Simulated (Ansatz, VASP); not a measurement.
# Two plane-wave programs on Sn

```
Sn
1.0
     6.19377    0.00000    0.00000
     0.00000    6.19377    0.00000
     0.00000    0.00000    6.19377
Sn
8
Direct
  0.00000 0.00000 0.00000
  0.50000 0.50000 0.50000
  0.25000 0.00000 0.50000
  0.75000 0.00000 0.50000
  0.50000 0.25000 0.00000
  0.50000 0.75000 0.00000
  0.00000 0.50000 0.25000
  0.00000 0.50000 0.75000
```

Alike in both runs: functional RPBE; k mesh 4 × 4 × 4; occupations fermi-dirac, width 0.1 eV; no spin polarisation.

Ansatz relaxed the structure, and its values are those at the end. VASP's run is a single point on that final structure, the one shown.

|  | VASP | Ansatz |
| --- | --- | --- |
| version | VASP 6.6.1 | Ansatz 0.2.0 |
| potentials or method | VASP PAW PBE potentials, release 64 (Sn_d), cutoff 520 eV | plane waves (420 eV) with PAW, scalar-relativistic |
| valence electrons in the cell | 112 | 112 |

Ansatz gave:

- pressure (GPa): 0.0

Estimate VASP's values.

pressure (GPa): -0.1.

VASP's potentials were made for PBE, not for RPBE. The functional is the same, so the differences come from potentials, cutoffs and numerics.
